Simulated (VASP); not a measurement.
The system is ZnCd3Se3S.

```
Zn Cd Se S
1.0
     4.17667   -0.02174    0.03128
    -0.02187    4.17615    0.01484
     0.08973    0.04232   12.17690
Zn Cd Se S
1 3 3 1
Direct
  0.01259 0.00796 0.00456
  0.96849 0.95816 0.50561
  0.49390 0.52826 0.23951
  0.43295 0.53960 0.76665
  0.03286 0.48284 0.63318
  0.56105 0.99415 0.37293
  0.98546 0.48324 0.09656
  0.51269 0.00578 0.88101
```

* Program: VASP 6.6.1
* Task: relaxation of cell and atoms
* Functional: PBE
* Potentials or basis: VASP PAW PBE potentials, release 64 (Zn, Cd, Se, S)
* Cutoff: 600 eV
* k mesh: 4 × 4 × 1
* Occupations: gaussian, width 0.1 eV
* Spin: no spin polarisation

At the start: pressure 3.5 GPa; volume 26.55 Å³/atom.

Q: Where does the relaxation end?

A: Over 22 steps the energy falls by 143.6 meV/atom and the volume is 27.22 Å³/atom (+2.5 %); space group P1 (No. 1, to 0.1 Å) before, Pm (No. 6, to 0.1 Å).

The path:
```tsv
step	energy change (eV)	largest force (eV/Å)	pressure (GPa)	volume (Å³)
1	0.0000	2.5760	3.51	212.37
2	-0.7250	0.8406	-2.19	230.51
3	-0.7475	0.7936	-1.54	226.98
4	-0.9477	0.5243	-0.59	220.63
5	-1.0158	0.3675	0.77	214.34
6	-1.0826	0.2733	0.31	216.14
7	-1.0928	0.3364	0.09	217.23
8	-1.1166	0.2515	-0.12	218.14
9	-1.1209	0.2294	-0.23	218.73
10	-1.1320	0.1115	0.08	217.35
11	-1.1327	0.1122	0.20	216.91
12	-1.1362	0.0851	-0.10	218.15
13	-1.1364	0.0900	-0.15	218.42
14	-1.1397	0.0746	-0.04	218.00
15	-1.1407	0.0825	0.06	217.59
16	-1.1436	0.0775	0.01	217.79
17	-1.1455	0.0966	-0.05	218.13
18	-1.1478	0.0385	0.04	217.78
19	-1.1478	0.0399	0.04	217.76
20	-1.1485	0.0308	-0.03	218.09
21	-1.1485	0.0311	-0.04	218.09
22	-1.1489	0.0249	0.03	217.79
```

Final structure:
```yaml
crystal:
  lattice:
    - [4.24097, -0.00028, 0.00092]
    - [0.00072, 4.26853, -0.00268]
    - [0.00140, -0.00160, 12.03064]
  atoms:
    - { symbol: Zn, position: [0.99740, 0.00447, 0.99103] }
    - { symbol: Cd, position: [0.00287, 0.99314, 0.50372] }
    - { symbol: Cd, position: [0.50088, 0.50199, 0.23546] }
    - { symbol: Cd, position: [0.49898, 0.49988, 0.77122] }
    - { symbol: Se, position: [0.99938, 0.49490, 0.63681] }
    - { symbol: Se, position: [0.50224, 0.00142, 0.36874] }
    - { symbol: Se, position: [0.99992, 0.50372, 0.10062] }
    - { symbol: S, position: [0.49833, 0.00047, 0.89241] }
```

Caveat: the k points lie up to 0.52 Å⁻¹ apart in the final cell.
